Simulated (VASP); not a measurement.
Runs of VASP 6.6.1 on Os. The structure is that of space group P6_3/mmc (No. 194), or close to it. The cells are those of the table. 

```csv
cell,gap on the mesh (eV),pressure (GPa)
"a = 2.707, b = 2.707, c = 4.274 Å, angles 90.0, 90.0, 120.0°, 2 atoms",none,16.4
"a = 2.729, b = 2.729, c = 4.304 Å, angles 90.0, 90.0, 120.0°, 2 atoms",none,(a)
"a = 2.717, b = 2.717, c = 4.287 Å, angles 90.0, 90.0, 120.0°, 2 atoms",none,11.3
"a = 2.734, b = 2.734, c = 4.310 Å, angles 90.0, 90.0, 120.0°, 2 atoms",none,3.0
"a = 2.736, b = 2.736, c = 4.313 Å, angles 90.0, 90.0, 120.0°, 2 atoms",none,(b)
"a = 2.723, b = 2.723, c = 4.296 Å, angles 90.0, 90.0, 120.0°, 2 atoms",none,8.2
```

Alike in all rows: task single point; level r2SCAN; potentials or basis VASP PAW PBE potentials, release 64 (Os); no spin polarisation; k mesh 20 × 20 × 12; cutoff (eV) 520; smearing fermi-dirac 0.05 eV.

Task: Fill in the values left out.

Result: (a) 5.1; (b) 2.0.

Caveats: the PAW data sets were made with another functional, which shifts forces and pressure a little; spin-orbit coupling is left out, which moves the levels of the heavy elements.

A k mesh can miss the band edges, and the runs leave out spin-orbit coupling on Os.

A gap of «none» marks levels without a gap at the run's occupations.
